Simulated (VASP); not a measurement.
# Mg7FeO8 (Fm-3m) in VASP: notebook, part 2 of 2

VASP 6.6.1. Earlier steps stand in the parts before.

**5. Single point, PBEsol+U, collinear spin, ferromagnetic start**

Contents of INCAR:

```
PREC = Accurate ; ENCUT = 520
EDIFF = 1E-7 ; ISMEAR = 0
SIGMA = 0.05 ; LREAL = Auto
LASPH = T ; NELM = 150
ALGO = Normal ; ISIF = 2
LWAVE = F ; LCHARG = F
ISPIN = 2 ; MAGMOM = 3.8 0 0 0 0 0 0 0.01 0 0.04 0.03 0.03 0.03 0.03 0.04 0
LORBIT = 11 ; LMAXMIX = 4
LDAU = T ; LDAUTYPE = 2
LDAUL = 2 -1 -1 ; LDAUU = 6 0 0
LDAUJ = 0 0 0 ; LDAUPRINT = 1
GGA = PS ; NBANDS = 53
```

Contents of KPOINTS:

```
Automatic mesh
0
Gamma
  4 4 4
```

Contents of POSCAR:

```
Mg7FeO8
1.0
    0.0000000000      4.2136000000      4.2136000000
    4.2136000000      0.0000000000      4.2136000000
    4.2136000000      4.2136000000      0.0000000000
Fe Mg O
1 7 8
Direct
    0.0000000000      0.0000000000      1.0000000000
    0.0000000000      0.0000000000      0.5000000000
    0.0000000000      0.5000000000      0.0000000000
    0.0000000000      0.5000000000      0.5000000000
    0.5000000000      0.0000000000      0.0000000000
    0.5000000000      0.0000000000      0.5000000000
    0.5000000000      0.5000000000      0.0000000000
    0.5000000000      0.5000000000      0.5000000000
    0.2500000000      0.2500000000      0.2500000000
    0.2534698588      0.2534698588      0.7465301412
    0.2534698588      0.7465301412      0.2534698588
    0.2534698588      0.7465301412      0.7465301412
    0.7465301412      0.2534698588      0.2534698588
    0.7465301412      0.2534698588      0.7465301412
    0.7465301412      0.7465301412      0.2534698588
    0.7500000000      0.7500000000      0.7500000000
```

Potentials or basis: VASP PAW PBE potentials, release 64 (Fe, Mg, O).

Command:

```sh
> cat potpaw_PBE.64/Fe/POTCAR potpaw_PBE.64/Mg/POTCAR potpaw_PBE.64/O/POTCAR > POTCAR
> mpirun -np 1 vasp_std > vasp.out
```

OUTCAR:

```text
PREC = Accurate
   ENCUT = 520
   EDIFF = 1E-7
   ISMEAR = 0
   LREAL = Auto
   LASPH = T
   NELM = 150
   ISIF = 2
   ISPIN = 2
   LORBIT = 11
   GGA = PS

 ion  position               nearest neighbor table
   1  0.000  0.000  0.000-  10 2.14  11 2.14  12 2.14  13 2.14  14 2.14  15 2.14   2 2.98   3 2.98
                             5 2.98   2 2.98   4 2.98   6 2.98   3 2.98   4 2.98   7 2.98   5 2.98
   2  0.000  0.000  0.500-   9 2.11  16 2.11  12 2.11  13 2.11  14 2.11  11 2.11   1 2.98   4 2.98
                             6 2.98   1 2.98   3 2.98   5 2.98   3 2.98   4 2.98   8 2.98   5 2.98
   3  0.000  0.500  0.000-   9 2.11  16 2.11  12 2.11  13 2.11  15 2.11  10 2.11   1 2.98   4 2.98
                             7 2.98   2 2.98   4 2.98   8 2.98   1 2.98   2 2.98   5 2.98   5 2.98
[... 1609 lines left out ...]
      2.10680      4.21360      2.10680        -0.000000      0.000000      0.000000
[... 8 lines left out ...]
      4.21360      4.21360      6.29116        -0.000000      0.000000     -0.053828
      6.32040      6.32040      6.32040        -0.000000      0.000000      0.000000
 -----------------------------------------------------------------------------------
    total drift:                                0.000000      0.000000      0.000000

  FREE ENERGIE OF THE ION-ELECTRON SYSTEM (eV)
  ---------------------------------------------------
  free  energy   TOTEN  =      -100.4361149346 eV

  energy  without entropy=     -100.4248831392  energy(sigma->0) =     -100.43049904

 total charge

# of ion       s       p       d       tot
------------------------------------------
    1        0.316   0.416   6.178   6.909
    2        0.149   0.180   0.079   0.408
    3        0.149   0.179   0.080   0.408
    4        0.149   0.179   0.080   0.408
    5        0.149   0.179   0.080   0.408
    6        0.149   0.179   0.080   0.408
[... 8 lines left out ...]
   15        1.539   3.528   0.000   5.067
   16        1.537   3.540   0.000   5.077
--------------------------------------------------
tot         13.673  29.944   6.743  50.359

 magnetization (x)

# of ion       s       p       d       tot
------------------------------------------
    1        0.019   0.020   3.784   3.822
    2        0.000  -0.001  -0.000  -0.001
    3       -0.000  -0.000  -0.001  -0.001
    4       -0.000  -0.000  -0.001  -0.001
    5       -0.000  -0.000  -0.001  -0.001
    6       -0.000  -0.000  -0.001  -0.001
[... 8 lines left out ...]
   15        0.003   0.030   0.000   0.033
   16       -0.000  -0.000   0.000  -0.000
--------------------------------------------------
tot          0.040   0.200   3.782   4.022
```

OSZICAR:

```text
N       E                     dE             d eps       ncg     rms          rms(c)
DAV:   1     0.543310118100E+03    0.54331E+03   -0.32109E+04  2764   0.126E+03
DAV:   2    -0.516892632854E+02   -0.59500E+03   -0.56026E+03  3093   0.315E+02
DAV:   3    -0.112446159436E+03   -0.60757E+02   -0.59674E+02  3393   0.114E+02
DAV:   4    -0.114051365376E+03   -0.16052E+01   -0.15953E+01  3401   0.200E+01
DAV:   5    -0.114085579120E+03   -0.34214E-01   -0.34131E-01  3455   0.282E+00    0.279E+01
DAV:   6    -0.100660058029E+03    0.13426E+02   -0.79593E+01  4135   0.630E+01    0.457E+01
DAV:   7    -0.100323512907E+03    0.33655E+00   -0.12247E+01  3710   0.314E+01    0.180E+01
DAV:   8    -0.100117164341E+03    0.20635E+00   -0.13183E+00  4262   0.115E+01    0.732E+00
DAV:   9    -0.100352636323E+03   -0.23547E+00   -0.14928E+00  4001   0.567E+00    0.341E+00
DAV:  10    -0.100417064633E+03   -0.64428E-01   -0.99753E-02  3540   0.223E+00    0.727E-01
DAV:  11    -0.100429927923E+03   -0.12863E-01   -0.18437E-02  3767   0.130E+00    0.468E-01
DAV:  12    -0.100434868311E+03   -0.49404E-02   -0.43889E-03  3838   0.394E-01    0.172E-01
DAV:  13    -0.100436035078E+03   -0.11668E-02   -0.80084E-04  3773   0.194E-01    0.690E-02
DAV:  14    -0.100436113112E+03   -0.78034E-04   -0.16327E-04  3894   0.106E-01    0.280E-02
DAV:  15    -0.100436113991E+03   -0.87858E-06   -0.26688E-05  3962   0.381E-02    0.129E-02
DAV:  16    -0.100436114739E+03   -0.74806E-06   -0.51566E-06  3771   0.168E-02    0.624E-03
DAV:  17    -0.100436114862E+03   -0.12325E-06   -0.90485E-07  3650   0.866E-03    0.278E-03
DAV:  18    -0.100436114935E+03   -0.72489E-07   -0.30532E-07  2835   0.427E-03
   1 F= -.10043611E+03 E0= -.10043050E+03  d E =-.112318E-01  mag=     4.0000
```

Run time: 6.5 min. Hardware: 1 thread of Intel Xeon 6975P-C (Granite Rapids), shared host; peak memory 0.47 GiB.

The run converged, but its numbers aren't listed here, since they failed a check.

Caveat: the result breaks the symmetry of the cell; the PAW data sets were made with another functional, which shifts forces and pressure a little; a cell with one magnetic atom can't hold antiferromagnetic order, which such compounds often take.

**6. The runs side by side**

```tsv
spin	fixed moment (μB)	pressure (GPa)	moment (μB)	largest force (eV/Å)
collinear, ferromagnetic start	-	0.6	4.00	0.10
collinear, zero start	0.0	-3.1	0.00	0.60
collinear, ferromagnetic start	2.0	-1.5	2.00	0.27
```

Alike in all rows: task single point; level PBEsol+U; potentials or basis VASP PAW PBE potentials, release 64 (Fe, Mg, O); Fe d U = 6.0 eV; cell as given; k mesh 4 × 4 × 4; cutoff (eV) 520; smearing gaussian 0.05 eV.

Caveats: the PAW data sets were made with another functional, which shifts forces and pressure a little; a cell with one magnetic atom can't hold antiferromagnetic order, which such compounds often take (at least some runs); the total moment is fixed, so each spin has its own Fermi level (at least some runs); the cell stands under tension (at least some runs).

Absolute energies hang on the potentials; compare differences alone.
